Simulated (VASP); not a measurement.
Write the native input for VASP 6.6.1 that does the following.

* Task: single point
* Functional: PBE
* Potentials or basis: VASP PAW PBE potentials, release 64 (Al)
* Cutoff: 520 eV
* k mesh: 12 × 12 × 12
* Occupations: gaussian, width 0.1 eV
* Spin: no spin polarisation
* Dipole correction: no
* Further INCAR settings: ALGO = Normal; EDIFF = 1e-06; NBANDS = 10

The structure of Al lies in POSCAR:

```
Al
1.0
   -2.0303375000      2.0303375000      2.8510940000
    2.0303375000     -2.0303375000      2.8510940000
    2.0303375000      2.0303375000     -2.8510940000
Al
2
Direct
    0.7500000000      0.2500000000      0.5000000000
    0.2500000000      0.7500000000      0.5000000000
```

These files were run (other wordings do the same):

INCAR

```
SYSTEM = Al
PREC = Accurate
ENCUT = 520
EDIFF = 1E-6
ISMEAR = 0
SIGMA = 0.1
LREAL = .FALSE.
LASPH = .TRUE.
NELM = 100
ALGO = Normal
ISIF = 2
LWAVE = .FALSE.
LCHARG = .TRUE.
GGA = PE
LELF = .TRUE.
LVHAR = .TRUE.
NBANDS = 10
```

KPOINTS

```
Automatic mesh
0
G
  12 12 12
  0 0 0
```

Potentials or basis: VASP PAW PBE potentials, release 64 (Al).

Launch:

```console
$ cat potpaw_PBE.64/Al/POTCAR > POTCAR
$ mpirun -np 1 vasp_std > vasp.out
```

Results of the run:

```
Pressure               : -6.2 GPa
Band gap on the k mesh : zero (band 3 reaches 6.95 eV, above the bottom of band 4 at 1.90 eV)
```

Run time: 23 s on 1 thread of Intel(R) Xeon(R) 6975P-C (Granite Rapids) (shared host), peak memory 0.2 GiB.
